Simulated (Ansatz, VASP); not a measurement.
One calculation of InB3, two programs

```
CELL_PARAMETERS angstrom
2.24764 1.29768 6.30815
-2.24764 1.29768 6.30815
0.00000 -2.59535 6.30815
ATOMIC_POSITIONS crystal
In 0.62266 0.62266 0.62266
In 0.37734 0.37734 0.37734
B 0.06874 0.63682 0.77505
B 0.63682 0.77505 0.06874
B 0.77505 0.06874 0.63682
B 0.93126 0.36318 0.22495
B 0.36318 0.22495 0.93126
B 0.22495 0.93126 0.36318
```

Alike in both runs: functional PBE; k mesh 12 × 12 × 12; occupations gaussian, width 0.1 eV; no spin polarisation.

Ansatz relaxed the structure, and its values are those at the end. VASP's run is a single point on that final structure, the one shown.

|  | VASP | Ansatz |
| --- | --- | --- |
| version | VASP 6.6.1 | Ansatz 0.2.0 |
| potentials or method | VASP PAW PBE potentials, release 64 (In_d, B), cutoff 520 eV | scalar-relativistic, plane waves, PAW |
| valence electrons in the cell | 44 | 44 |

|  | VASP | Ansatz | Ansatz less VASP |
| --- | --- | --- | --- |
| gap on the k mesh at the Fermi level (eV) | none | none | - |
| pressure (GPa) | 0.0 | 0.0 | +0.02 |

A gap of «none» marks a metal or a gap that the smearing closes. The functional is the same, so the differences come from potentials, cutoffs and numerics.
